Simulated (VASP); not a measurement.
# SiO2 (P4_2/mnm) in VASP: a series of runs, part 2 of 2

VASP 6.6.1.

## Step 3: Vibrations by perturbation theory, PBE

INCAR

```
ALGO     = Normal         # electronic algorithm
EDIFF    = 1E-8           # SCF threshold, eV
ENCUT    = 520            # plane-wave cutoff, eV
GGA      = PE             # functional
IBRION   = 8              # ionic algorithm
ISIF     = 2              # what is computed and relaxed
ISMEAR   = 0              # smearing method
LASPH    = True           # aspherical terms in the spheres
LCHARG   = False          # write CHGCAR
LEPSILON = True           # dielectric tensor by DFPT
LREAL    = False          # projectors in reciprocal space
LWAVE    = False          # write WAVECAR
NELM     = 80             # most SCF steps
NSW      = 1              # ionic steps
PREC     = Accurate       # precision mode
SIGMA    = 0.01           # smearing width, eV
```

KPOINTS

```
k-points
0
Gamma
  6 6 8
```

POSCAR

```
SiO2
1.0
    4.2361267054      0.0000000000      0.0000000000
    0.0000000000      4.2361267054      0.0000000000
    0.0000000000      0.0000000000      2.6904580793
Si O
2 4
Direct
    0.5000000000      0.5000000000      0.5000000000
    0.0000000000      0.0000000000      0.0000000000
    0.1930160627      0.8069839373      0.5000000000
    0.3069839373      0.3069839373      0.0000000000
    0.8069839373      0.1930160627      0.5000000000
    0.6930160627      0.6930160627      0.0000000000
```

Potentials or basis: VASP PAW PBE potentials, release 64 (Si, O).

Launch:

```sh
cat potpaw_PBE.64/Si/POTCAR potpaw_PBE.64/O/POTCAR > POTCAR
mpirun -np 1 vasp_std > vasp.out
```

OUTCAR:

```text
EDIFF = 1E-8
   ENCUT = 520
   GGA = PE
   IBRION = 8
   ISIF = 2
   ISMEAR = 0
   LASPH = True
   LEPSILON = True
   LREAL = False
   NELM = 80
   NSW = 1
   PREC = Accurate

 ion  position               nearest neighbor table
   1  0.500  0.500  0.500-   4 1.77   6 1.77   4 1.77   6 1.77   5 1.84   3 1.84
   2  0.000  0.000  0.000-   3 1.77   5 1.77   3 1.77   5 1.77   4 1.84   6 1.84
   3  0.193  0.807  0.500-   2 1.77   2 1.77   1 1.84
   4  0.307  0.307  0.000-   1 1.77   1 1.77   2 1.84
   5  0.807  0.193  0.500-   2 1.77   2 1.77   1 1.84
   6  0.693  0.693  0.000-   1 1.77   1 1.77   2 1.84

  LATTYP: Found a simple tetragonal cell.
 ALAT       =     4.2361267054
 C/A-ratio  =     0.6351221921

  Lattice vectors:

 A1 = (   4.2361267054,   0.0000000000,   0.0000000000)
 A2 = (   0.0000000000,   4.2361267054,   0.0000000000)
 A3 = (   0.0000000000,   0.0000000000,   2.6904580793)

Analysis of symmetry for initial positions (statically):
=====================================================================
 Subroutine PRICEL returns:
 Original cell was already a primitive cell.
[... 897 lines left out ...]
  3Z     0.000000    0.000000    1.346604    0.000000    0.000000    9.668375    0.000000    0.000000  -18.748043    0.000000    0.000000    3.974993    0.000000    0.000000   -0.216921    0.000000    0.000000    3.974993
  4X     7.400898    4.681972    0.000000   -0.189564   -0.043088    0.000000    0.130858    0.171071    0.000000  -20.692297   -9.391949    0.000000    8.716291   -0.167248    0.000000    4.633815    4.749242    0.000000
  4Y     4.681972    7.400898    0.000000   -0.043088   -0.189564    0.000000   -0.167248    8.716291    0.000000   -9.391949  -20.692297    0.000000    0.171071    0.130858    0.000000    4.749242    4.633815    0.000000
  4Z     0.000000    0.000000    9.668375    0.000000    0.000000    1.346604    0.000000    0.000000    3.974993    0.000000    0.000000  -18.748043    0.000000    0.000000    3.974993    0.000000    0.000000   -0.216921
  5X    -0.189564    0.043088    0.000000    7.400898   -4.681972    0.000000    4.633815   -4.749242    0.000000    8.716291    0.167248    0.000000  -20.692297    9.391949    0.000000    0.130858   -0.171071    0.000000
  5Y     0.043088   -0.189564    0.000000   -4.681972    7.400898    0.000000   -4.749242    4.633815    0.000000   -0.171071    0.130858    0.000000    9.391949  -20.692297    0.000000    0.167248    8.716291    0.000000
  5Z     0.000000    0.000000    1.346604    0.000000    0.000000    9.668375    0.000000    0.000000   -0.216921    0.000000    0.000000    3.974993    0.000000    0.000000  -18.748043    0.000000    0.000000    3.974993
  6X     7.400898    4.681972    0.000000   -0.189564   -0.043088    0.000000    8.716291   -0.167248    0.000000    4.633815    4.749242    0.000000    0.130858    0.171071    0.000000  -20.692297   -9.391949    0.000000
  6Y     4.681972    7.400898    0.000000   -0.043088   -0.189564    0.000000    0.171071    0.130858    0.000000    4.749242    4.633815    0.000000   -0.167248    8.716291    0.000000   -9.391949  -20.692297    0.000000
  6Z     0.000000    0.000000    9.668375    0.000000    0.000000    1.346604    0.000000    0.000000    3.974993    0.000000    0.000000   -0.216921    0.000000    0.000000    3.974993    0.000000    0.000000  -18.748043

 Eigenvectors and eigenvalues of the dynamical matrix
 ----------------------------------------------------

   1 f  =   27.187751 THz   170.825676 2PiTHz  906.885749 cm-1   112.439452 meV
             X         Y         Z           dx          dy          dz
      2.118063  2.118063  1.345229     0.000000    0.000000   -0.000000
      0.000000  0.000000  0.000000    -0.000000    0.000000    0.000000
      0.817640  3.418486  1.345229     0.353553   -0.353553    0.000000
      1.300423  1.300423  0.000000     0.353553    0.353553   -0.000000
      3.418486  0.817640  1.345229    -0.353553    0.353553    0.000000
      2.935704  2.935704  0.000000    -0.353553   -0.353553    0.000000
[... 145 lines left out ...]
  18 f/i=    0.008300 THz     0.052150 2PiTHz    0.276854 cm-1     0.034326 meV
             X         Y         Z           dx          dy          dz
      2.118063  2.118063  1.345229     0.000000    0.000000   -0.483211
      0.000000  0.000000  0.000000     0.000000    0.000000   -0.483211
      0.817640  3.418486  1.345229     0.000000    0.000000   -0.365039
      1.300423  1.300423  0.000000     0.000000    0.000000   -0.365039
      3.418486  0.817640  1.345229     0.000000    0.000000   -0.365039
      2.935704  2.935704  0.000000     0.000000    0.000000   -0.365039

--------------------------------------------------------------------------------------------------------

 MACROSCOPIC STATIC DIELECTRIC TENSOR IONIC CONTRIBUTION
 ------------------------------------------------------
           9.361477     0.000000     0.000000
           0.000000     9.361477     0.000000
           0.000000     0.000000     5.616454
 ------------------------------------------------------

 ELASTIC MODULI CONTR FROM IONIC RELAXATION (kBar)
 Direction    XX          YY          ZZ          XY          YZ          ZX
 --------------------------------------------------------------------------------
 XX        -959.4233      9.0797     -3.1410     -0.0000      0.0000     -0.0000
 YY           9.0797   -959.4233     -3.1410      0.0000      0.0000     -0.0000
 ZZ          -3.1410     -3.1410     -0.0208     -0.0000      0.0000     -0.0000
 XY          -0.0000      0.0000     -0.0000    -39.7387      0.0000     -0.0000
 YZ           0.0000      0.0000      0.0000      0.0000    -32.0646      0.0000
 ZX          -0.0000     -0.0000     -0.0000     -0.0000      0.0000    -48.2237
 --------------------------------------------------------------------------------

 PIEZOELECTRIC TENSOR IONIC CONTR  for field in x, y, z        (C/m^2)
          XX          YY          ZZ          XY          YZ          ZX
  --------------------------------------------------------------------------------
  x     0.00000    -0.00000     0.00000     0.00000    -0.00000     0.00000
  y    -0.00000    -0.00000    -0.00000    -0.00000     0.00000    -0.00000
  z     0.00000    -0.00000    -0.00000    -0.00000    -0.00000     0.00000
```

stdout:

```text
POSCAR found type information on POSCAR SiO
 POSCAR found :  2 types and       6 ions
 scaLAPACK will be used
 LDA part: xc-table for (Slater+PW92), standard interpolation
 POSCAR, INCAR and KPOINTS ok, starting setup
 FFT: planning ... GRIDC
 FFT: planning ... GRID_SOFT
 FFT: planning ... GRID
 WAVECAR not read
[... 72 lines left out ...]
 first order change of Fermi-energy  -0.43022E-01
 force on displaced ion       1 direction 3 :   0.000  -0.000 -21.850
 Born effective charge ion    1 direction 3 :   0.000   0.000   4.064
 Linear response progress:
 first order change of Fermi-energy   0.49486E+00
 force on displaced ion       3 direction 1 : -20.692   9.392   0.000
 Born effective charge ion    3 direction 1 :  -1.912   0.586   0.000
 Linear response progress:
 first order change of Fermi-energy  -0.46894E+00
 force on displaced ion       3 direction 3 :  -0.008   0.008 -18.748
 Born effective charge ion    3 direction 3 :  -0.000   0.000  -2.033
 Born effective charges drift removed
 Linear response finished
```

Wall time 19 min (1 thread of Intel Xeon 8259CL, shared host); peak memory 0.47 GiB.

Results:

* Electronic dielectric tensor (diagonal): 3.41, 3.41, 3.58
* Born charges (mean of the diagonal): Si +3.90; O -1.95 e
* Highest phonon frequency at Γ, LO-TO splitting left out: 907 cm⁻¹

Phonon frequencies in cm⁻¹ (negative: imaginary):
```csv
q point,frequencies
"(0.000, 0.000, 0.000)",0 0 0 223 372 430 430 534 534 561 561 575 633 720 727 798 798 907
```

Electronic dielectric tensor:
```
3.41 0.00 0.00
0.00 3.41 0.00
0.00 0.00 3.58
```

Born effective charge tensors (e):
atom 1, Si
```
 3.82 -0.41  0.00
-0.41  3.82  0.00
 0.00  0.00  4.07
```
atom 2, Si
```
3.82 0.41 0.00
0.41 3.82 0.00
0.00 0.00 4.07
```
atom 3, O
```
-1.91  0.59  0.00
 0.59 -1.91  0.00
 0.00  0.00 -2.03
```
atom 4, O
```
-1.91 -0.59  0.00
-0.59 -1.91  0.00
 0.00  0.00 -2.03
```
atom 5, O
```
-1.91  0.59  0.00
 0.59 -1.91  0.00
 0.00  0.00 -2.03
```
atom 6, O
```
-1.91 -0.59  0.00
-0.59 -1.91  0.00
 0.00  0.00 -2.03
```
